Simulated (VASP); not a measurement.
# SiO2 (P4_2/mnm) in VASP: a series of runs

Runs on SiO2. Level: r2SCAN. Tasks: single point.

Program: VASP 6.6.1. These are calculated values, not measurements. Logs are shortened: lines on timing, memory, paths and dates and some standing lists are left out, and cuts for length are marked.

### 1 The cell of the first run

The structure is tetragonal, space group P4_2/mnm (No. 136). Conventional cell: a = 4.233 Å, b = 4.233 Å, c = 2.693 Å, α = 90.00°, β = 90.00°, γ = 90.00°. Within 2.4 Å of Si (site symmetry mmm) lie 6 O at 1.78 to 1.84 Å. Within 2.4 Å of O (site symmetry m2m) lie 3 Si at 1.78 to 1.84 Å and 1 O at 2.31 Å.

### 2 Single point, r2SCAN

File POSCAR:

```
SiO2
1.0
    4.2331690000      0.0000000000      0.0000000000
    0.0000000000      4.2331690000      0.0000000000
    0.0000000000      0.0000000000      2.6934950000
Si O
2 4
Direct
    0.5000000000      0.5000000000      0.5000000000
    0.0000000000      0.0000000000      0.0000000000
    0.6931610000      0.6931610000      0.0000000000
    0.1931610000      0.8068390000      0.5000000000
    0.3068390000      0.3068390000      0.0000000000
    0.8068390000      0.1931610000      0.5000000000
```

File INCAR.step1:

```
SYSTEM = SiO2
PREC = Accurate
ENCUT = 520
ISMEAR = 0
SIGMA = 0.1
LREAL = .FALSE.
LASPH = .TRUE.
NELM = 100
NBANDS = 25
GGA = PE
ALGO = Normal
EDIFF = 1E-4
LWAVE = .TRUE.
LCHARG = .FALSE.
```

File INCAR.step2:

```
SYSTEM = SiO2
PREC = Accurate
ENCUT = 520
EDIFF = 1E-6
ISMEAR = 0
SIGMA = 0.1
LREAL = .FALSE.
LASPH = .TRUE.
NELM = 100
ALGO = Normal
ISIF = 2
LWAVE = .FALSE.
LCHARG = .FALSE.
METAGGA = R2SCAN
LMIXTAU = .TRUE.
NBANDS = 25
ISTART = 1
```

File KPOINTS:

```
Automatic mesh
0
G
  4 4 6
  0 0 0
```

Potentials or basis: VASP PAW PBE potentials, release 64 (Si, O).

Run with:

```bash
$ cat potpaw_PBE.64/Si/POTCAR potpaw_PBE.64/O/POTCAR > POTCAR
$ cp INCAR.step1 INCAR
$ mpirun -np 1 vasp_std > vasp.out
$ cp INCAR.step2 INCAR
$ mpirun -np 1 vasp_std > vasp.out
```

OUTCAR:

```text
SYSTEM = SiO2
   PREC = Accurate
   ENCUT = 520
   EDIFF = 1E-6
   ISMEAR = 0
   LREAL = .FALSE.
   LASPH = .TRUE.
   NELM = 100
   ISIF = 2
   METAGGA = R2SCAN
   ISTART = 1

 ion  position               nearest neighbor table
   1  0.500  0.500  0.500-   3 1.78   5 1.78   3 1.78   5 1.78   4 1.84   6 1.84
   2  0.000  0.000  0.000-   4 1.78   6 1.78   4 1.78   6 1.78   5 1.84   3 1.84
   3  0.693  0.693  0.000-   1 1.78   1 1.78   2 1.84
   4  0.193  0.807  0.500-   2 1.78   2 1.78   1 1.84
   5  0.307  0.307  0.000-   1 1.78   1 1.78   2 1.84
   6  0.807  0.193  0.500-   2 1.78   2 1.78   1 1.84

  LATTYP: Found a simple tetragonal cell.
 ALAT       =     4.2331690000
 C/A-ratio  =     0.6362833612

  Lattice vectors:

 A1 = (   4.2331690000,   0.0000000000,   0.0000000000)
 A2 = (   0.0000000000,   4.2331690000,   0.0000000000)
 A3 = (   0.0000000000,   0.0000000000,   2.6934950000)

Analysis of symmetry for initial positions (statically):
=====================================================================
 Subroutine PRICEL returns:
 Original cell was already a primitive cell.

 Routine SETGRP: Setting up the symmetry group for a
 simple tetragonal supercell.

 Subroutine GETGRP returns: Found 16 space group operations
 (whereof  8 operations were pure point group operations)
 out of a pool of 16 trial point group operations.

The static configuration has the point symmetry D_2h.
 The point group associated with its full space group is D_4h.

Analysis of symmetry for dynamics (positions and initial velocities):
=====================================================================
 Subroutine PRICEL returns:
 Original cell was already a primitive cell.

 Routine SETGRP: Setting up the symmetry group for a
 simple tetragonal supercell.

 Subroutine GETGRP returns: Found 16 space group operations
 (whereof  8 operations were pure point group operations)
 out of a pool of 16 trial point group operations.

The dynamic configuration has the point symmetry D_2h.
 The point group associated with its full space group is D_4h.

 Subroutine INISYM returns: Found 16 space group operations
 (whereof  8 operations are pure point group operations),
 and found     1 'primitive' translations

----------------------------------------------------------------------------------------

                                     Primitive cell

  volume of cell :      48.2667

  direct lattice vectors                    reciprocal lattice vectors
     4.233169000  0.000000000  0.000000000     0.236229643  0.000000000  0.000000000
     0.000000000  4.233169000  0.000000000     0.000000000  0.236229643  0.000000000
     0.000000000  0.000000000  2.693495000     0.000000000  0.000000000  0.371264844

  length of vectors
     4.233169000  4.233169000  2.693495000     0.236229643  0.236229643  0.371264844

  position of ions in fractional coordinates (direct lattice)
     0.500000000  0.500000000  0.500000000
     0.000000000  0.000000000  0.000000000
     0.693161000  0.693161000  0.000000000
     0.193161000  0.806839000  0.500000000
     0.306839000  0.306839000  0.000000000
     0.806839000  0.193161000  0.500000000

  ion indices of the primitive-cell ions
   primitive index   ion index
                 1           1
                 2           2
                 3           3
                 4           4
                 5           5
                 6           6

----------------------------------------------------------------------------------------

 KPOINTS: Automatic mesh

Automatic generation of k-mesh.
 Grid dimensions read from file:
 generate k-points for:    4    4    6

 Generating k-lattice:

  Cartesian coordinates                     Fractional coordinates (reciprocal lattice)
     0.059057411  0.000000000  0.000000000     0.250000000  0.000000000  0.000000000
     0.000000000  0.059057411  0.000000000     0.000000000  0.250000000  0.000000000
     0.000000000  0.000000000  0.061877474     0.000000000  0.000000000  0.166666667

  Length of vectors
     0.059057411  0.059057411  0.061877474

  Shift w.r.t. Gamma in fractional coordinates (k-lattice)
     0.000000000  0.000000000  0.000000000

 Subroutine IBZKPT returns following result:
 ===========================================

 Found     24 irreducible k-points:

 Following reciprocal coordinates:
            Coordinates               Weight
  0.000000  0.000000  0.000000      1.000000
  0.250000  0.000000  0.000000      4.000000
  0.500000  0.000000  0.000000      2.000000
  0.250000  0.250000  0.000000      4.000000
  0.500000  0.250000  0.000000      4.000000
  0.500000  0.500000  0.000000      1.000000
[... 16 lines left out ...]
  0.500000  0.250000  0.500000      4.000000
  0.500000  0.500000  0.500000      1.000000
   k-points           NKPTS =     24   k-points in BZ     NKDIM =     24   number of bands    NBANDS=     25
   number of dos      NEDOS =    301   number of ions     NIONS =      6
   total plane-waves  NPLWV =  20480
   dimension x,y,z NGX =    32 NGY =   32 NGZ =   20
   dimension x,y,z NGXF=    64 NGYF=   64 NGZF=   40
   ions per type =               2   4
   NGX,Y,Z   is equivalent  to a cutoff of  12.57, 12.57, 12.34 a.u.
   NGXF,Y,Z  is equivalent  to a cutoff of  25.13, 25.13, 24.69 a.u.
 SYSTEM =  SiO2
   PREC   = accura    normal or accurate (medium, high low for compatibility)
   ISTART =      1    job   : 0-new  1-cont  2-samecut
   ICHARG =      0    charge: 1-file 2-atom 10-const
   ISPIN  =      1    spin polarized calculation?
   LNONCOLLINEAR =      F non collinear calculations
   LSORBIT =      F    spin-orbit coupling
   LASPH  =      T    aspherical Exc in radial PAW
   ENCUT  =  520.0 eV  38.22 Ry    6.18 a.u.   7.87  7.87  5.01*2*pi/ulx,y,z
   NELM   =    100;   NELMIN=  2; NELMDL=  0     # of ELM steps
   EDIFF  = 0.1E-05   stopping-criterion for ELM
   LREAL  =      F    real-space projection
   EDIFFG = 0.1E-04   stopping-criterion for IOM
   NSW    =      0    number of steps for IOM
   IBRION =     -1    ionic relax: 0-MD 1-quasi-New 2-CG
   NFREE  =      0    steps in history (QN), initial steepest desc. (CG)
   ISIF   =      2    stress and relaxation
   ISYM   =      2    0-nonsym 1-usesym 2-fastsym
   POTIM  = 0.5000    time-step for ionic-motion
   TEBEG  =    0.0;   TEEND  =   0.0 temperature during run
   PSTRESS=    0.0 pullay stress
   NELECT =      32.0000    total number of electrons
   NUPDOWN=      -1.0000    fix difference up-down
   EMIN   =  10.00;   EMAX   =-10.00  energy-range for DOS
   EFERMI =   0.00;   METHOD = LEGACY
   ISMEAR =     0;   SIGMA  =   0.10  broadening in eV -4-tet -1-fermi 0-gaus
   EFERMI_NEDOS =   21; number of points for ismear=-14 and -15
   IALGO  =     38    algorithm
   IMIX   =      4    mixing-type and parameters
     AMIX     =   0.40;   BMIX     =  1.00
     AMIX_MAG =   1.60;   BMIX_MAG =  1.00
  volume/ion in A,a.u.               =       8.04        54.29
  Fermi-wavevector in a.u.,A,eV,Ry     =   1.427499  2.697581 27.725303  2.037752
  Thomas-Fermi vector in A             =   2.547662
   LORBIT       =      0    0 simple, 1 ext, 2 COOP (PROOUT), +10 PAW based schemes
   METAGGA = R2SCAN    functional components
   LHFCALC =     F    Hartree Fock is set to
   AEXX    =    0.0000 exact exchange contribution
   IVDW    =     0    specifies the selected vdW correction
   LEPSILON=     F    determine dielectric tensor
   LRPA    =     F    only Hartree local field effects (RPA)
 non-spin polarized calculation
 Gauss-broadening in eV      SIGMA  =   0.10
  energy-cutoff  :      520.00
  volume of cell :       48.27
 maximum number of plane-waves:      1336
 NGX is ok and might be reduce to    32
   NGX = 15   NGY = 15   NGZ = 11

 number of electron      31.9999991 magnetization

 Free energy of the ion-electron system (eV)
  ---------------------------------------------------
  ext. energy  EPLUGINS =         0.00000000
  ---------------------------------------------------
  free energy    TOTEN  =       -58.74627256 eV

  energy without entropy =      -58.74627256  energy(sigma->0) =      -58.74627256

 E-fermi :   7.8735     XC(G=0): -12.6925

 val. band max:        7.3399311096   @ k =   0.0000   0.0000   0.0000
 cond. band min:      13.2995432411   @ k =   0.0000   0.0000   0.0000
 fundamental gap:      5.9596121315
 Fermi energy:         7.8734732404

 k-point     1 :       0.0000    0.0000    0.0000
  band No.  band energies     occupation
      1     -15.8564      2.00000
      2     -12.4252      2.00000
      3     -12.4252      2.00000
      4     -12.2243      2.00000
      5      -3.4407      2.00000
      6       1.0310      2.00000
[... 17 lines left out ...]
     24      22.3275      0.00000
     25      23.9958      0.00000

 k-point     2 :       0.2500    0.0000    0.0000
  band No.  band energies     occupation
      1     -15.5437      2.00000
      2     -13.4487      2.00000
      3     -12.2790      2.00000
      4     -11.8191      2.00000
      5      -2.9944      2.00000
      6      -0.2767      2.00000
[... 17 lines left out ...]
     24      21.6343      0.00000
     25      23.5670      0.00000

 k-point     3 :       0.5000    0.0000    0.0000
  band No.  band energies     occupation
      1     -14.6675      2.00000
      2     -14.6675      2.00000
      3     -11.9566      2.00000
      4     -11.9566      2.00000
      5      -1.8574      2.00000
      6      -1.8574      2.00000
[... 17 lines left out ...]
     24      21.8058      0.00000
     25      23.2089      0.00000

 k-point     4 :       0.2500    0.2500    0.0000
  band No.  band energies     occupation
      1     -15.2523      2.00000
      2     -13.6145      2.00000
      3     -12.5837      2.00000
      4     -11.8760      2.00000
      5      -2.4701      2.00000
      6      -0.2049      2.00000
[... 17 lines left out ...]
     24      21.2368      0.00000
     25      23.3870      0.00000

 k-point     5 :       0.5000    0.2500    0.0000
  band No.  band energies     occupation
      1     -14.4669      2.00000
      2     -14.4669      2.00000
      3     -12.3102      2.00000
      4     -12.3102      2.00000
      5      -1.2827      2.00000
      6      -1.2827      2.00000
[... 17 lines left out ...]
     24      22.3137      0.00000
     25      22.4919      0.00000

 k-point     6 :       0.5000    0.5000    0.0000
  band No.  band energies     occupation
      1     -14.1865      2.00000
      2     -14.1865      2.00000
      3     -12.7345      2.00000
      4     -12.7345      2.00000
      5      -0.5043      2.00000
      6      -0.5043      2.00000
[... 17 lines left out ...]
     24      21.8827      0.00000
     25      22.8917      0.00000
[... 393 lines left out ...]
 k-point    21 :       0.5000    0.0000    0.5000
  band No.  band energies     occupation
      1     -13.0796      2.00000
      2     -13.0796      2.00000
      3     -11.9131      2.00000
      4     -11.9131      2.00000
      5      -1.9664      2.00000
      6      -1.9664      2.00000
[... 17 lines left out ...]
     24      22.7006      0.00000
     25      22.9111      0.00000

 k-point    22 :       0.2500    0.2500    0.5000
  band No.  band energies     occupation
      1     -13.1631      2.00000
      2     -13.0929      2.00000
      3     -11.8942      2.00000
      4     -11.7738      2.00000
      5      -2.8766      2.00000
      6      -1.9040      2.00000
[... 17 lines left out ...]
     24      22.7317      0.00000
     25      22.9733      0.00000

 k-point    23 :       0.5000    0.2500    0.5000
  band No.  band energies     occupation
      1     -13.0482      2.00000
      2     -13.0482      2.00000
      3     -11.8926      2.00000
      4     -11.8926      2.00000
      5      -2.7955      2.00000
      6      -2.7955      2.00000
[... 17 lines left out ...]
     24      21.8851      0.00000
     25      23.7135      0.00000

 k-point    24 :       0.5000    0.5000    0.5000
  band No.  band energies     occupation
      1     -13.0159      2.00000
      2     -13.0159      2.00000
      3     -11.8721      2.00000
      4     -11.8721      2.00000
      5      -3.2774      2.00000
      6      -3.2774      2.00000
[... 17 lines left out ...]
     24      22.3471      0.00000
     25      23.9506      0.00000

------------------------ aborting loop because EDIFF is reached ----------------------------------------

  FORCE on cell =-STRESS in cart. coord.  units (eV):
  Direction    XX          YY          ZZ          XY          YZ          ZX
  --------------------------------------------------------------------------------------
  -------------------------------------------------------------------------------------
  Total       -2.6865212     -2.6865212     -2.9941120     -0.0000000      0.0000000      0.0000000
  in kB      -89.1771265    -89.1771265    -99.3873788     -0.0000000      0.0000000      0.0000000
  external PRESSURE =     -92.5805439 kB  Pullay stress =       0.0000000 kB

 VOLUME and BASIS-vectors are now :
 -----------------------------------------------------------------------------
  energy-cutoff  :      520.00
  volume of cell :       48.27
      direct lattice vectors                 reciprocal lattice vectors
     4.233169000  0.000000000  0.000000000     0.236229643  0.000000000  0.000000000
     0.000000000  4.233169000  0.000000000     0.000000000  0.236229643  0.000000000
     0.000000000  0.000000000  2.693495000     0.000000000  0.000000000  0.371264844

 POSITION                                       TOTAL-FORCE (eV/Angst)
 -----------------------------------------------------------------------------------
      2.11658      2.11658      1.34675        -0.000000      0.000000      0.000000
      0.00000      0.00000      0.00000        -0.000000      0.000000      0.000000
      2.93427      2.93427      0.00000        -0.055414     -0.055414      0.000000
      0.81768      3.41549      1.34675        -0.055414      0.055414      0.000000
      1.29890      1.29890      0.00000         0.055414      0.055414      0.000000
      3.41549      0.81768      1.34675         0.055414     -0.055414      0.000000
 -----------------------------------------------------------------------------------
    total drift:                                0.000000     -0.000000     -0.000000

  FREE ENERGIE OF THE ION-ELECTRON SYSTEM (eV)
  ---------------------------------------------------
  free  energy   TOTEN  =       -58.7462725592 eV

  energy  without entropy=      -58.7462725592  energy(sigma->0) =      -58.74627256
```

It took 34 s on 1 thread of Intel Xeon 6975P-C (Granite Rapids), shared host; peak memory 0.16 GiB.

What came out:

```
Free energy            : -58.7463 eV
Pressure               : -9.3 GPa
Largest force          : 0.078 eV/Å
Band gap on the k mesh : 5.96 eV, direct
```

Forces in eV/Å, atoms in the order of the input:
```
Si   0.000  0.000  0.000
Si   0.000  0.000  0.000
O   -0.055 -0.055  0.000
O   -0.055  0.055  0.000
O    0.055  0.055  0.000
O    0.055 -0.055  0.000
```

Caveat: the PAW data sets were made with another functional, which shifts forces and pressure a little. r2SCAN opens gaps a little over a GGA but as a rule still falls short of measured ones.

### 3 Single point, r2SCAN

This run uses another cell than the first one, of 7.79 Å³/atom, 0.968 times its volume.

File POSCAR:

```
SiO2
1.0
    4.1854504461      0.0000000000      0.0000000000
    0.0000000000      4.1854504461      0.0000000000
    0.0000000000      0.0000000000      2.6672366536
Si O
2 4
Direct
    0.5000000000      0.5000000000      0.5000000000
    0.0000000000      0.0000000000      0.0000000000
    0.6939177237      0.6939177237      0.0000000000
    0.1939177237      0.8060822763      0.5000000000
    0.3060822763      0.3060822763      0.0000000000
    0.8060822763      0.1939177237      0.5000000000
```

File INCAR.step1:

```
PREC     = Accurate       # precision mode
ENCUT    = 520            # plane-wave cutoff, eV
ISMEAR   = 0              # smearing method
SIGMA    = 0.1            # smearing width, eV
LREAL    = False          # projectors in reciprocal space
LASPH    = True           # aspherical terms in the spheres
NELM     = 100            # most SCF steps
NBANDS   = 25             # bands
GGA      = PE             # functional
ALGO     = Normal         # electronic algorithm
EDIFF    = 1E-4           # SCF threshold, eV
LWAVE    = True           # write WAVECAR
LCHARG   = False          # write CHGCAR
```

File INCAR.step2:

```
PREC     = Accurate       # precision mode
ENCUT    = 520            # plane-wave cutoff, eV
EDIFF    = 1E-7           # SCF threshold, eV
ISMEAR   = 0              # smearing method
SIGMA    = 0.1            # smearing width, eV
LREAL    = False          # projectors in reciprocal space
LASPH    = True           # aspherical terms in the spheres
NELM     = 100            # most SCF steps
ALGO     = Normal         # electronic algorithm
ISIF     = 2              # what is computed and relaxed
LWAVE    = False          # write WAVECAR
LCHARG   = True           # write CHGCAR
METAGGA  = R2SCAN         # meta-GGA
LMIXTAU  = True         
LELF     = True           # ELF
LVHAR    = True         
NBANDS   = 25             # bands
ISTART   = 1
```

File KPOINTS:

```
regular mesh
0
Gamma
  6 6 8
```

Potentials or basis: VASP PAW PBE potentials, release 64 (Si, O).

Run with:

```bash
$ cat potpaw_PBE.64/Si/POTCAR potpaw_PBE.64/O/POTCAR > POTCAR
$ cp INCAR.step1 INCAR
$ mpirun -np 1 vasp_std > vasp.out
$ cp INCAR.step2 INCAR
$ mpirun -np 1 vasp_std > vasp.out
```

It took 58 s on 1 thread of Intel Xeon 6975P-C (Granite Rapids), shared host; peak memory 0.18 GiB.

Results (log left out):

| Quantity | Value |
| --- | --- |
| Free energy | -58.7853 eV |
| Pressure | 0.6 GPa |
| Largest force | 0.017 eV/Å |
| Band gap on the k mesh | 6.52 eV, direct |

Forces on the atoms (eV/Å):
```
Si   0.000  0.000  0.000
Si   0.000  0.000  0.000
O    0.012  0.012  0.000
O    0.012 -0.012  0.000
O   -0.012 -0.012  0.000
O   -0.012  0.012  0.000
```

Stress tensor (GPa, compression positive):
```
0.16 0.00 0.00
0.00 0.16 0.00
0.00 0.00 1.45
```

Levels at points of the mesh, in eV from the valence-band top:
| k point | band 12 | band 13 | band 14 | band 15 | band 16 | band 17 | band 18 | band 19 | band 20 | band 21 |
| --- | --- | --- | --- | --- | --- | --- | --- | --- | --- | --- |
| (0.00, 0.00, 0.00) | -3.18 | -2.52 | -0.88 | -0.88 | 0.00 | 6.52 | 7.65 | 9.48 | 9.48 | 12.05 |
| (0.50, 0.00, 0.00) | -3.93 | -2.71 | -2.71 | -1.08 | -1.08 | 8.71 | 8.71 | 10.06 | 10.06 | 12.08 |
| (0.50, 0.50, 0.00) | -3.30 | -2.68 | -2.68 | -2.32 | -2.32 | 8.41 | 8.41 | 11.06 | 11.06 | 14.33 |
| (0.00, 0.00, 0.50) | -4.67 | -3.10 | -3.10 | -2.71 | -2.71 | 10.14 | 10.14 | 13.74 | 13.74 | 13.90 |
| (0.50, 0.00, 0.50) | -4.01 | -2.31 | -2.31 | -1.80 | -1.80 | 9.81 | 9.81 | 10.88 | 10.88 | 13.30 |
| (0.50, 0.50, 0.50) | -4.54 | -1.79 | -1.79 | -1.60 | -1.60 | 8.16 | 8.16 | 12.00 | 12.00 | 12.78 |

Caveat: the PAW data sets were made with another functional, which shifts forces and pressure a little. r2SCAN opens gaps a little over a GGA but as a rule still falls short of measured ones.
